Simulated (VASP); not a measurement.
# P (C2/m) in VASP: further runs

The runs below take P through single point, with PBEsol.

Program: VASP 6.6.1. These are calculated values, not measurements. Logs are shortened: lines on timing, memory, paths and dates and some standing lists are left out, and cuts for length are marked.

### 1 The cell of the first run

It takes space group C2/m (No. 12, monoclinic). Conventional cell: a = 8.581 Å, b = 7.573 Å, c = 5.559 Å, α = 90.00°, β = 90.46°, γ = 90.00°. P (site symmetry m) has 3 P at 2.10 to 2.25 Å within 2.8 Å. Within 3.0 Å of P (site symmetry m) lie 3 P at 2.24 to 2.25 Å. Within 2.8 Å of P (site symmetry 1) lie 3 P at 2.10 to 2.24 Å.

### 2 Single point, PBEsol (strain -0.050 along x and y, +0.050 along z)

The input, INCAR:

```
SYSTEM = P
PREC     = Accurate       ! precision mode
ENCUT    = 520            ! plane-wave cutoff, eV
EDIFF    = 1E-6           ! SCF threshold, eV
ISMEAR   = 0              ! smearing method
SIGMA    = 0.05           ! smearing width, eV
LREAL    = .FALSE.        ! projectors in reciprocal space
LASPH    = .TRUE.         ! aspherical terms in the spheres
NELM     = 100            ! most SCF steps
ALGO     = Normal         ! electronic algorithm
ISIF     = 2              ! what is computed and relaxed
LWAVE    = .FALSE.        ! write WAVECAR
LCHARG   = .FALSE.        ! write CHGCAR
GGA      = PS             ! functional
NBANDS   = 30             ! bands
```

The input, KPOINTS:

```
regular mesh
0
G
  6 6 6
  0 0 0
```

The input, POSCAR:

```
P
1.0
    4.2906738628     -3.7866075200     -0.0101430400
    4.2906738628      3.7866075200     -0.0101430400
   -0.0317518223      0.0000000000      5.5589750547
P
8
Direct
    0.8512742797      0.8512742797      0.2375644293
    0.1487257203      0.1487257203      0.7624355707
    0.7191783959      0.7191783959      0.5855434286
    0.2808216041      0.2808216041      0.4144565714
    0.5015958456      0.7783891987      0.2493767515
    0.2216108013      0.4984041544      0.7506232485
    0.4984041544      0.2216108013      0.7506232485
    0.7783891987      0.5015958456      0.2493767515
```

Potentials or basis: VASP PAW PBE potentials, release 64 (P).

Run with:

```sh
cat potpaw_PBE.64/P/POTCAR > POTCAR
mpirun -np 1 vasp_std > vasp.out
```

OUTCAR:

```text
SYSTEM = P
   PREC = Accurate
   ENCUT = 520
   EDIFF = 1E-6
   ISMEAR = 0
   LREAL = .FALSE.
   LASPH = .TRUE.
   NELM = 100
   ISIF = 2
   GGA = PS

 ion  position               nearest neighbor table
   1  0.851  0.851  0.238-   5 2.10   8 2.10   3 2.25
   2  0.149  0.149  0.762-   6 2.10   7 2.10   4 2.25
   3  0.719  0.719  0.586-   5 2.24   8 2.24   1 2.25
   4  0.281  0.281  0.414-   6 2.24   7 2.24   2 2.25
   5  0.502  0.778  0.249-   1 2.10   8 2.10   3 2.24
   6  0.222  0.498  0.751-   2 2.10   7 2.10   4 2.24
   7  0.498  0.222  0.751-   2 2.10   6 2.10   4 2.24
   8  0.778  0.502  0.249-   1 2.10   5 2.10   3 2.24

  LATTYP: Found a base centered monoclinic cell.
 ALAT       =     8.5813717034
 B/A-ratio  =     0.8825180055
 C/A-ratio  =     0.6478061930
 COS(beta)  =    -0.0080756317

  Lattice vectors:

 A1 = (   4.2906738628,  -3.7866075200,  -0.0101430400)
 A2 = (   4.2906738628,   3.7866075200,  -0.0101430400)
 A3 = (  -0.0317518223,   0.0000000000,   5.5589750547)

Analysis of symmetry for initial positions (statically):
=====================================================================
 Subroutine PRICEL returns:
 Original cell was already a primitive cell.

 Routine SETGRP: Setting up the symmetry group for a
 base centered monoclinic supercell.

 Subroutine GETGRP returns: Found  4 space group operations
 (whereof  4 operations were pure point group operations)
 out of a pool of  4 trial point group operations.

The static configuration has the point symmetry C_2h.

Analysis of symmetry for dynamics (positions and initial velocities):
=====================================================================
 Subroutine PRICEL returns:
 Original cell was already a primitive cell.

 Routine SETGRP: Setting up the symmetry group for a
 base centered monoclinic supercell.

 Subroutine GETGRP returns: Found  4 space group operations
 (whereof  4 operations were pure point group operations)
 out of a pool of  4 trial point group operations.

The dynamic configuration has the point symmetry C_2h.

 Subroutine INISYM returns: Found  4 space group operations
 (whereof  4 operations are pure point group operations),
 and found     1 'primitive' translations

----------------------------------------------------------------------------------------

                                     Primitive cell

  volume of cell :     180.6320

  direct lattice vectors                    reciprocal lattice vectors
     4.290673863 -3.786607520 -0.010143040     0.116533386 -0.132044316  0.000665617
     4.290673863  3.786607520 -0.010143040     0.116533386  0.132044316  0.000665617
    -0.031751822  0.000000000  5.558975055     0.000425259  0.000000000  0.179891705

  length of vectors
     5.722620168  5.722620168  5.559065734     0.176114095  0.176114095  0.179892208

  position of ions in fractional coordinates (direct lattice)
     0.851274280  0.851274280  0.237564429
     0.148725720  0.148725720  0.762435571
     0.719178396  0.719178396  0.585543429
     0.280821604  0.280821604  0.414456571
     0.501595846  0.778389199  0.249376752
     0.221610801  0.498404154  0.750623248
     0.498404154  0.221610801  0.750623248
     0.778389199  0.501595846  0.249376752

  ion indices of the primitive-cell ions
   primitive index   ion index
                 1           1
                 2           2
                 3           3
                 4           4
                 5           5
                 6           6
                 7           7
                 8           8

----------------------------------------------------------------------------------------

 KPOINTS: regular mesh

Automatic generation of k-mesh.
 Grid dimensions read from file:
 generate k-points for:    6    6    6

 Generating k-lattice:

  Cartesian coordinates                     Fractional coordinates (reciprocal lattice)
     0.019422231 -0.022007386  0.000110936     0.166666667  0.000000000  0.000000000
     0.019422231  0.022007386  0.000110936     0.000000000  0.166666667  0.000000000
     0.000070877  0.000000000  0.029981951     0.000000000  0.000000000  0.166666667

  Length of vectors
     0.029352349  0.029352349  0.029982035

  Shift w.r.t. Gamma in fractional coordinates (k-lattice)
     0.000000000  0.000000000  0.000000000

 Subroutine IBZKPT returns following result:
 ===========================================

 Found     68 irreducible k-points:

 Following reciprocal coordinates:
            Coordinates               Weight
  0.000000  0.000000  0.000000      1.000000
  0.166667 -0.000000  0.000000      4.000000
  0.333333  0.000000  0.000000      4.000000
  0.500000  0.000000  0.000000      2.000000
  0.166667  0.166667  0.000000      2.000000
  0.333333  0.166667  0.000000      4.000000
[... 16 lines left out ...]
 -0.333333  0.166667  0.166667      4.000000
 -0.166667  0.166667  0.166667      4.000000
 [... further k-points ...]
   k-points           NKPTS =     68   k-points in BZ     NKDIM =     68   number of bands    NBANDS=     30
   number of dos      NEDOS =    301   number of ions     NIONS =      8
   total plane-waves  NPLWV =  96768
   dimension x,y,z NGX =    48 NGY =   48 NGZ =   42
   dimension x,y,z NGXF=    96 NGYF=   96 NGZF=   84
   ions per type =               8
   NGX,Y,Z   is equivalent  to a cutoff of  13.94, 13.94, 12.56 a.u.
   NGXF,Y,Z  is equivalent  to a cutoff of  27.89, 27.89, 25.12 a.u.
 SYSTEM =  P
   PREC   = accura    normal or accurate (medium, high low for compatibility)
   ISTART =      0    job   : 0-new  1-cont  2-samecut
   ICHARG =      2    charge: 1-file 2-atom 10-const
   ISPIN  =      1    spin polarized calculation?
   LNONCOLLINEAR =      F non collinear calculations
   LSORBIT =      F    spin-orbit coupling
   LASPH  =      T    aspherical Exc in radial PAW
   ENCUT  =  520.0 eV  38.22 Ry    6.18 a.u.  10.64 10.64 10.34*2*pi/ulx,y,z
   NELM   =    100;   NELMIN=  2; NELMDL= -5     # of ELM steps
   EDIFF  = 0.1E-05   stopping-criterion for ELM
   LREAL  =      F    real-space projection
   EDIFFG = 0.1E-04   stopping-criterion for IOM
   NSW    =      0    number of steps for IOM
   IBRION =     -1    ionic relax: 0-MD 1-quasi-New 2-CG
   NFREE  =      0    steps in history (QN), initial steepest desc. (CG)
   ISIF   =      2    stress and relaxation
   ISYM   =      2    0-nonsym 1-usesym 2-fastsym
   POTIM  = 0.5000    time-step for ionic-motion
   TEBEG  =    0.0;   TEEND  =   0.0 temperature during run
   PSTRESS=    0.0 pullay stress
   NELECT =      40.0000    total number of electrons
   NUPDOWN=      -1.0000    fix difference up-down
   EMIN   =  10.00;   EMAX   =-10.00  energy-range for DOS
   EFERMI =   0.00;   METHOD = LEGACY
   ISMEAR =     0;   SIGMA  =   0.05  broadening in eV -4-tet -1-fermi 0-gaus
   EFERMI_NEDOS =   21; number of points for ismear=-14 and -15
   IALGO  =     38    algorithm
   IMIX   =      4    mixing-type and parameters
     AMIX     =   0.40;   BMIX     =  1.00
     AMIX_MAG =   1.60;   BMIX_MAG =  1.00
  volume/ion in A,a.u.               =      22.58       152.37
  Fermi-wavevector in a.u.,A,eV,Ry     =   0.990444  1.871668 13.347035  0.980979
  Thomas-Fermi vector in A             =   2.122115
   LORBIT       =      0    0 simple, 1 ext, 2 COOP (PROOUT), +10 PAW based schemes
   GGA     = PS    functional components
   LHFCALC =     F    Hartree Fock is set to
   AEXX    =    0.0000 exact exchange contribution
   IVDW    =     0    specifies the selected vdW correction
   LEPSILON=     F    determine dielectric tensor
   LRPA    =     F    only Hartree local field effects (RPA)
 non-spin polarized calculation
 Gauss-broadening in eV      SIGMA  =   0.05
  energy-cutoff  :      520.00
  volume of cell :      180.63
 maximum number of plane-waves:      4889
 NGX is ok and might be reduce to    48
   NGX = 21   NGY = 21   NGZ = 21

 number of electron      39.9999999 magnetization

 Free energy of the ion-electron system (eV)
  ---------------------------------------------------
  ext. energy  EPLUGINS =         0.00000000
  ---------------------------------------------------
  free energy    TOTEN  =       -43.87774763 eV

  energy without entropy =      -43.87774763  energy(sigma->0) =      -43.87774763

 E-fermi :   3.3814     XC(G=0):  -9.1077

 val. band max:        3.1264486084   @ k =  -0.1667   0.1667   0.5000
 cond. band min:       5.0507964612   @ k =   0.0000   0.0000   0.0000
 fundamental gap:      1.9243478528
 Fermi energy:         3.3813687191

 k-point     1 :       0.0000    0.0000    0.0000
  band No.  band energies     occupation
      1     -12.0873      2.00000
      2     -11.6089      2.00000
      3      -5.1759      2.00000
      4      -5.1496      2.00000
      5      -5.0704      2.00000
      6      -4.7312      2.00000
[... 22 lines left out ...]
     29       9.4154      0.00000
     30       9.5000      0.00000

 k-point     2 :       0.1667   -0.0000    0.0000
  band No.  band energies     occupation
      1     -12.0563      2.00000
      2     -11.6346      2.00000
      3      -5.3297      2.00000
      4      -5.1591      2.00000
      5      -4.8991      2.00000
      6      -4.7886      2.00000
[... 22 lines left out ...]
     29       9.2570      0.00000
     30       9.3792      0.00000

 k-point     3 :       0.3333    0.0000    0.0000
  band No.  band energies     occupation
      1     -11.9761      2.00000
      2     -11.7045      2.00000
      3      -5.4561      2.00000
      4      -5.2431      2.00000
      5      -4.8135      2.00000
      6      -4.6996      2.00000
[... 22 lines left out ...]
     29       9.0619      0.00000
     30       9.1674      0.00000

 k-point     4 :       0.5000    0.0000    0.0000
  band No.  band energies     occupation
      1     -11.9100      2.00000
      2     -11.7654      2.00000
      3      -5.4834      2.00000
      4      -5.3238      2.00000
      5      -4.7823      2.00000
      6      -4.6795      2.00000
[... 22 lines left out ...]
     29       8.7731      0.00000
     30       8.9115      0.00000

 k-point     5 :       0.1667    0.1667    0.0000
  band No.  band energies     occupation
      1     -12.0416      2.00000
      2     -11.6399      2.00000
      3      -5.2299      2.00000
      4      -5.2138      2.00000
      5      -5.1339      2.00000
      6      -4.6610      2.00000
[... 22 lines left out ...]
     29       9.2860      0.00000
     30       9.4251      0.00000
[... 526 lines left out ...]
     29       8.4014      0.00000
     30       8.8426      0.00000

 k-point    22 :       0.5000    0.1667    0.1667
  band No.  band energies     occupation
      1     -11.8836      2.00000
      2     -11.7616      2.00000
      3      -5.6126      2.00000
      4      -5.4186      2.00000
      5      -4.9981      2.00000
      6      -4.7601      2.00000
[... 22 lines left out ...]
     29       8.4901      0.00000
     30       8.5838      0.00000

 k-point    23 :      -0.3333    0.1667    0.1667
  band No.  band energies     occupation
      1     -11.9137      2.00000
      2     -11.7413      2.00000
      3      -5.5439      2.00000
      4      -5.4434      2.00000
      5      -5.1095      2.00000
      6      -4.5069      2.00000
[... 22 lines left out ...]
     29       8.5418      0.00000
     30       8.6175      0.00000

 k-point    24 :      -0.1667    0.1667    0.1667
  band No.  band energies     occupation
      1     -11.9921      2.00000
      2     -11.6780      2.00000
      3      -5.5560      2.00000
      4      -5.2882      2.00000
      5      -5.0261      2.00000
      6      -4.5799      2.00000
[... 22 lines left out ...]
     29       8.8080      0.00000
     30       9.0120      0.00000

 [... further k-points ...]
[... 5 lines left out ...]
  --------------------------------------------------------------------------------------
  -------------------------------------------------------------------------------------
  Total        9.7561659     10.1608855     -5.3582164      0.0000000      0.0000000     -0.3781225
  in kB       86.5356592     90.1254582    -47.5265379      0.0000000      0.0000000     -3.3538870
  external PRESSURE =      43.0448598 kB  Pullay stress =       0.0000000 kB

 VOLUME and BASIS-vectors are now :
 -----------------------------------------------------------------------------
  energy-cutoff  :      520.00
  volume of cell :      180.63
      direct lattice vectors                 reciprocal lattice vectors
     4.290673863 -3.786607520 -0.010143040     0.116533386 -0.132044316  0.000665617
     4.290673863  3.786607520 -0.010143040     0.116533386  0.132044316  0.000665617
    -0.031751822  0.000000000  5.558975055     0.000425259  0.000000000  0.179891705

 POSITION                                       TOTAL-FORCE (eV/Angst)
 -----------------------------------------------------------------------------------
      7.29754      0.00000      1.30335         2.382031      0.000000      0.378232
      1.25206      0.00000      4.23534        -2.382031      0.000000     -0.378232
      6.15293      0.00000      3.24043         0.033753      0.000000     -1.441167
      2.39667      0.00000      2.29826        -0.033753      0.000000      1.441167
      5.48408      1.04811      1.37330        -1.201848      2.079449      0.384878
      3.06552      1.04811      4.16539         1.201848      2.079449     -0.384878
      3.06552     -1.04811      4.16539         1.201848     -2.079449     -0.384878
      5.48408     -1.04811      1.37330        -1.201848     -2.079449      0.384878
 -----------------------------------------------------------------------------------
    total drift:                                0.000000     -0.000000      0.000000

  FREE ENERGIE OF THE ION-ELECTRON SYSTEM (eV)
  ---------------------------------------------------
  free  energy   TOTEN  =       -43.8777476281 eV

  energy  without entropy=      -43.8777476281  energy(sigma->0) =      -43.87774763
```

It took 4.3 min on 1 thread of Intel Xeon Platinum 8488C (Sapphire Rapids), shared host; peak memory 0.43 GiB.

What came out:

```yaml
Free_energy: -43.8777 eV
Pressure: 4.3 GPa
Largest_force: 2.432 eV/Å
Band_gap_on_the_k_mesh: 1.92 eV (least direct gap 2.35 eV)
```

Forces on the atoms (eV/Å):
```
P    2.382  0.000  0.378
P   -2.382  0.000 -0.378
P    0.034  0.000 -1.441
P   -0.034  0.000  1.441
P   -1.202  2.079  0.385
P    1.202  2.079 -0.385
P    1.202 -2.079 -0.385
P   -1.202 -2.079  0.385
```

Levels at points of the mesh, in eV from the valence-band top:
```tsv
k point	band 17	band 18	band 19	band 20	band 21	band 22	band 23	band 24
(0.00, 0.00, 0.00)	-1.03	-1.01	-0.94	-0.49	1.92	2.82	2.83	2.98
(0.50, 0.00, 0.00)	-0.91	-0.72	-0.72	-0.56	2.77	2.91	3.33	3.51
(0.50, 0.50, 0.00)	-1.06	-1.00	-0.43	-0.39	2.94	3.08	3.15	3.30
(0.00, 0.00, 0.50)	-1.46	-1.04	-0.72	-0.62	2.80	3.33	3.33	3.74
(0.50, 0.00, 0.50)	-0.70	-0.51	-0.21	-0.02	2.33	2.64	3.70	3.80
(0.50, 0.50, 0.50)	-0.96	-0.79	-0.78	-0.74	2.69	2.75	3.02	3.21
```

Caveat: the cell differs from its parent crystal (strain -0.050 along x and y, +0.050 along z); the stress differs along the axes, from -5 to 9 GPa; this functional lacks dispersion, which holds the molecules together, so the pressure and a relaxed volume are unreliable; the PAW data sets were made with another functional, which shifts forces and pressure a little. A k mesh can miss the band edges.

### 3 Single point, PBEsol (strain +0.000 along x and y, -0.050 along z)

The input, INCAR:

```
SYSTEM = P
ALGO = Normal
EDIFF = 1E-6
ENCUT = 520
GGA = PS
ISIF = 2
ISMEAR = 0
LASPH = .TRUE.
LCHARG = .FALSE.
LREAL = .FALSE.
LWAVE = .FALSE.
NBANDS = 30
NELM = 80
PREC = Accurate
SIGMA = 0.05
```

The input, KPOINTS:

```
k-points
0
G
  6 6 6
  0 0 0
```

POSCAR: that of step 2 with these lines changed.

```diff
@@ -2,5 +2,5 @@
 1.0
-    4.2906738628     -3.7866075200     -0.0101430400
-    4.2906738628      3.7866075200     -0.0101430400
-   -0.0317518223      0.0000000000      5.5589750547
+    4.5164988030     -3.9859026526     -0.0091770362
+    4.5164988030      3.9859026526     -0.0091770362
+   -0.0334229708      0.0000000000      5.0295488591
 P
```

Potentials or basis: VASP PAW PBE potentials, release 64 (P).

Run with:

```sh
cat potpaw_PBE.64/P/POTCAR > POTCAR
mpirun -np 1 vasp_std > vasp.out
```

It took 4.8 min on 1 thread of Intel Xeon Platinum 8488C (Sapphire Rapids), shared host; peak memory 0.43 GiB.

The run converged. Its results:

| Property | Result |
| --- | --- |
| Free energy | -44.2690 eV |
| Pressure | 3.5 GPa |
| Largest force | 2.192 eV/Å |
| Band gap on the k mesh | 2.09 eV (least direct gap 2.49 eV) |

Forces in eV/Å, atoms in the order of the input:
```
P    0.298  0.000 -0.758
P   -0.298  0.000  0.758
P    0.027  0.000  2.192
P   -0.027  0.000 -2.192
P   -0.156  0.215 -0.667
P    0.156  0.215  0.667
P    0.156 -0.215  0.667
P   -0.156 -0.215 -0.667
```

Stress tensor (GPa, compression positive):
```
1.34 0.00 0.11
0.00 1.11 0.00
0.11 0.00 7.94
```

Levels at points of the mesh, in eV from the valence-band top:
```tsv
k point	band 16	band 17	band 18	band 19	band 20	band 21	band 22	band 23	band 24	band 25
(0.00, 0.00, 0.00)	-0.93	-0.91	-0.84	-0.65	-0.59	2.09	3.06	3.15	3.23	4.33
(0.50, 0.00, 0.00)	-1.04	-0.90	-0.77	-0.68	-0.53	2.79	2.89	3.45	3.51	4.23
(0.50, 0.50, 0.00)	-1.11	-1.06	-0.91	-0.44	-0.40	2.52	3.11	3.27	3.29	3.48
(0.00, 0.00, 0.50)	-1.27	-0.76	-0.63	-0.44	-0.40	3.68	3.98	4.06	4.36	4.55
(0.50, 0.00, 0.50)	-0.76	-0.71	-0.53	-0.22	0.00	2.77	3.24	3.70	3.71	4.32
(0.50, 0.50, 0.50)	-1.04	-0.97	-0.70	-0.41	-0.28	2.79	2.87	3.00	3.31	3.96
```

Caveat: the cell differs from its parent crystal (strain +0.000 along x and y, -0.050 along z); the stress differs along the axes, from 1 to 8 GPa; this functional lacks dispersion, which holds the molecules together, so the pressure and a relaxed volume are unreliable; the PAW data sets were made with another functional, which shifts forces and pressure a little. A k mesh can miss the band edges.
